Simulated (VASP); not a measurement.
# Rh (Fm-3m) in VASP: notebook, part 2 of 2

VASP 6.6.1. The steps go on from the part before.

### 4 Single point, r2SCAN

This run uses another cell than the first one, of 13.94 Å³/atom, 1.108 times its volume.

Input file POSCAR:

```
Rh
1.0
    0.0000000000      1.9104189093      1.9104189093
    1.9104189093      0.0000000000      1.9104189093
    1.9104189093      1.9104189093      0.0000000000
Rh
1
Direct
    0.0000000000      0.0000000000      0.0000000000
```

Input file INCAR.step1:

```
SYSTEM = Rh
PREC     = Accurate       ! precision mode
ENCUT    = 580            ! plane-wave cutoff, eV
ISMEAR   = -1             ! smearing method
SIGMA    = 0.05           ! smearing width, eV
LREAL    = .FALSE.        ! projectors in reciprocal space
LASPH    = .TRUE.         ! aspherical terms in the spheres
NELM     = 120            ! most SCF steps
NBANDS   = 14             ! bands
GGA      = PE             ! functional
ALGO     = Normal         ! electronic algorithm
EDIFF    = 1E-5           ! SCF threshold, eV
LWAVE    = .TRUE.         ! write WAVECAR
LCHARG   = .FALSE.        ! write CHGCAR
GGA_COMPAT= .FALSE.
```

Input file INCAR.step2:

```
SYSTEM = Rh
PREC     = Accurate       ! precision mode
ENCUT    = 580            ! plane-wave cutoff, eV
EDIFF    = 1E-6           ! SCF threshold, eV
ISMEAR   = -1             ! smearing method
SIGMA    = 0.05           ! smearing width, eV
LREAL    = .FALSE.        ! projectors in reciprocal space
LASPH    = .TRUE.         ! aspherical terms in the spheres
NELM     = 120            ! most SCF steps
ALGO     = Normal         ! electronic algorithm
ISIF     = 2              ! what is computed and relaxed
LWAVE    = .FALSE.        ! write WAVECAR
LCHARG   = .TRUE.         ! write CHGCAR
METAGGA  = R2SCAN         ! meta-GGA
LMIXTAU  = .TRUE.       
LELF     = .TRUE.         ! ELF
LVHAR    = .TRUE.       
NBANDS   = 14             ! bands
ISTART   = 1            
GGA_COMPAT= .FALSE.
```

Input file KPOINTS:

```
Automatic mesh
0
G
  12 12 12
  0 0 0
```

Potentials or basis: VASP PAW PBE potentials, release 64 (Rh_sv_GW).

Run with:

```
> cat potpaw_PBE.64/Rh_sv_GW/POTCAR > POTCAR
> cp INCAR.step1 INCAR
> mpirun -np 1 vasp_std > vasp.out
> cp INCAR.step2 INCAR
> mpirun -np 1 vasp_std > vasp.out
```

OUTCAR:

```text
SYSTEM = Rh
   PREC = Accurate
   ENCUT = 580
   EDIFF = 1E-6
   ISMEAR = -1
   LREAL = .FALSE.
   LASPH = .TRUE.
   NELM = 120
   ISIF = 2
   METAGGA = R2SCAN
   ISTART = 1

 ion  position               nearest neighbor table
   1  0.000  0.000  0.000-

  LATTYP: Found a face centered cubic cell.
 ALAT       =     3.8208378186

  Lattice vectors:

 A1 = (   0.0000000000,   1.9104189093,   1.9104189093)
 A2 = (   1.9104189093,   0.0000000000,   1.9104189093)
 A3 = (   1.9104189093,   1.9104189093,   0.0000000000)
[... 577 lines left out ...]
      5       4.9808      2.00000
      6       6.6411      2.00000
      7       7.9025      2.00000
      8       8.3883      2.00000
      9      10.6926      0.01521
     10      14.7534      0.00000
     11      19.5013      0.00000
     12      27.0339      0.00000
     13      29.9511      0.00000
     14      31.6289      0.00000

 [... further k-points ...]
[... 5 lines left out ...]
  --------------------------------------------------------------------------------------
  -------------------------------------------------------------------------------------
  Total       -0.5356058     -0.5356058     -0.5356058     -0.0000000     -0.0000000      0.0000000
  in kB      -61.5375312    -61.5375312    -61.5375312     -0.0000000     -0.0000000      0.0000000
  external PRESSURE =     -61.5375312 kB  Pullay stress =       0.0000000 kB

 VOLUME and BASIS-vectors are now :
 -----------------------------------------------------------------------------
  energy-cutoff  :      580.00
  volume of cell :       13.94
      direct lattice vectors                 reciprocal lattice vectors
     0.000000000  1.910418909  1.910418909    -0.261722703  0.261722703  0.261722703
     1.910418909  0.000000000  1.910418909     0.261722703 -0.261722703  0.261722703
     1.910418909  1.910418909  0.000000000     0.261722703  0.261722703 -0.261722703

 POSITION                                       TOTAL-FORCE (eV/Angst)
 -----------------------------------------------------------------------------------
      0.00000      0.00000      0.00000        -0.000000      0.000000      0.000000
 -----------------------------------------------------------------------------------
    total drift:                                0.000000      0.000000     -0.000000

  FREE ENERGIE OF THE ION-ELECTRON SYSTEM (eV)
  ---------------------------------------------------
  free  energy   TOTEN  =       -23.2837830491 eV

  energy  without entropy=      -23.2750327646  energy(sigma->0) =      -23.27940791
```

Run time: 58 s. Hardware: 1 thread of Intel Xeon Platinum 8488C (Sapphire Rapids), shared host; peak memory 0.16 GiB.

Results:

```
Free energy : -23.2838 eV
Pressure    : -6.2 GPa
```

Levels at points of the mesh, in eV from the Fermi level:
| k point | band 5 | band 6 | band 7 | band 8 | band 9 | band 10 | band 11 | band 12 |
| --- | --- | --- | --- | --- | --- | --- | --- | --- |
| (0.00, 0.00, 0.00) | -8.05 | -3.11 | -3.11 | -3.11 | -1.07 | -1.07 | 16.48 | 22.05 |
| (0.50, 0.00, 0.00) | -6.21 | -3.22 | -3.22 | 0.55 | 0.55 | 0.91 | 8.93 | 16.08 |
| (0.50, 0.50, 0.00) | -6.41 | -6.05 | 0.47 | 1.00 | 1.00 | 3.45 | 12.68 | 13.86 |

Caveat: the PAW data sets were made with another functional, which shifts forces and pressure a little.

### 5 Single point, r2SCAN

This run uses another cell than the first one, of 13.67 Å³/atom, 1.086 times its volume.

Input file POSCAR:

```
Rh
1.0
    0.0000000000      1.8978500000      1.8978500000
    1.8978500000      0.0000000000      1.8978500000
    1.8978500000      1.8978500000      0.0000000000
Rh
1
Direct
    0.0000000000      0.0000000000      0.0000000000
```

Input file INCAR.step1:

```
PREC = Accurate ; ENCUT = 580
ISMEAR = -1 ; SIGMA = 0.05
LREAL = False ; LASPH = True
NELM = 120 ; NBANDS = 14
GGA = PE ; ALGO = Normal
EDIFF = 1E-5 ; LWAVE = True
LCHARG = False ; GGA_COMPAT = False
```

Input file INCAR.step2:

```
PREC = Accurate ; ENCUT = 580
EDIFF = 1E-6 ; ISMEAR = -1
SIGMA = 0.05 ; LREAL = False
LASPH = True ; NELM = 120
ALGO = Normal ; ISIF = 2
LWAVE = False ; LCHARG = False
METAGGA = R2SCAN ; LMIXTAU = True
NBANDS = 14 ; ISTART = 1
GGA_COMPAT = False
```

Input file KPOINTS:

```
Automatic mesh
0
Gamma
  12 12 12
```

Run with:

```
> cat potpaw_PBE.64/Rh_sv_GW/POTCAR > POTCAR
> cp INCAR.step1 INCAR
> mpirun -np 1 vasp_std > vasp.out
> cp INCAR.step2 INCAR
> mpirun -np 1 vasp_std > vasp.out
```

It used 130 s of CPU time on 1 thread of AMD EPYC 7R13 Processor (Zen 3), with other jobs on the host.

It converged, with:

```yaml
Free_energy: -23.2867 eV
Pressure: -0.8 GPa
```

Levels at points of the mesh, in eV from the Fermi level:
| k point | band 4 | band 5 | band 6 | band 7 | band 8 | band 9 | band 10 | band 11 | band 12 | band 13 |
| --- | --- | --- | --- | --- | --- | --- | --- | --- | --- | --- |
| (0.00, 0.00, 0.00) | -47.84 | -8.21 | -3.21 | -3.21 | -3.21 | -1.10 | -1.10 | 16.45 | 22.13 | 22.13 |
| (0.50, 0.00, 0.00) | -47.95 | -6.39 | -3.33 | -3.33 | 0.57 | 0.57 | 0.89 | 9.14 | 16.07 | 22.05 |
| (0.50, 0.50, 0.00) | -48.13 | -6.61 | -6.23 | 0.49 | 1.03 | 1.03 | 3.48 | 12.94 | 13.98 | 13.98 |

Caveat: the PAW data sets were made with another functional, which shifts forces and pressure a little.

### 6 Overview

| cell | gap on the mesh (eV) | pressure (GPa) |
| --- | --- | --- |
| a = 2.611 Å, angles 60.0°, 1 atom | none | 28.2 |
| a = 2.629 Å, angles 60.0°, 1 atom | none | 19.9 |
| a = 2.702 Å, angles 60.0°, 1 atom | none | -6.2 |
| a = 2.684 Å, angles 60.0°, 1 atom | none | -0.8 |

Alike in all rows: task single point; level r2SCAN; potentials or basis VASP PAW PBE potentials, release 64 (Rh_sv_GW); no spin polarisation; k mesh 12 × 12 × 12; cutoff (eV) 580; smearing fermi-dirac 0.05 eV.

Caveats: the PAW data sets were made with another functional, which shifts forces and pressure a little.

Absolute energies hang on the potentials; compare differences alone.
